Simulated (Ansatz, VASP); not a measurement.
**One calculation of HfN, two programs**

```
Hf N
1.0
     0.00000   -2.43353   -2.43353
     0.00000    2.43353   -2.43353
     4.86707    0.00000    0.00000
Hf N
2 2
Direct
  0.53082 0.53082 0.50000
  0.96918 0.96918 0.00000
  0.02375 0.47625 0.25000
  0.47625 0.02375 0.75000
```

Change from the starting cell: mode 4 (121.3 1/cm) frozen in, largest displacement -0.150 Å.

Alike in both runs: task single point; functional PBEsol; k mesh 18 × 18 × 12; occupations gaussian, width 0.15 eV; no spin polarisation.

```csv
,VASP,Ansatz
version,VASP 6.6.1,Ansatz 0.2.0
potentials or method,"VASP PAW PBE potentials, release 64 (Hf_pv, N), cutoff 520 eV","scalar-relativistic, plane waves, PAW"
valence electrons in the cell,30,62
```

|  | VASP | Ansatz | Ansatz less VASP |
| --- | --- | --- | --- |
| gap on the k mesh at the Fermi level (eV) | none | none | - |
| pressure (GPa) | -1.4 | -0.6 | +0.87 |
| traceless stress, the component that is largest in VASP (GPa) | 1.11 | 1.08 | -0.028 |
| rms of the force components (eV/Å) | 0.610 | 0.604 | -0.0057 |

VASP's potentials were made for PBE, not for PBEsol. Atom by atom the forces differ by 0.007 eV/Å (rms over components). A gap of «none» marks a metal or a gap that the smearing closes. With one functional, cell and mesh, what is left measures potentials, basis and numerics. VASP's potentials hold 30 valence electrons a cell and Ansatz's 62, so a difference there can come from the potentials and not from the codes.

Spin-orbit coupling is off throughout.
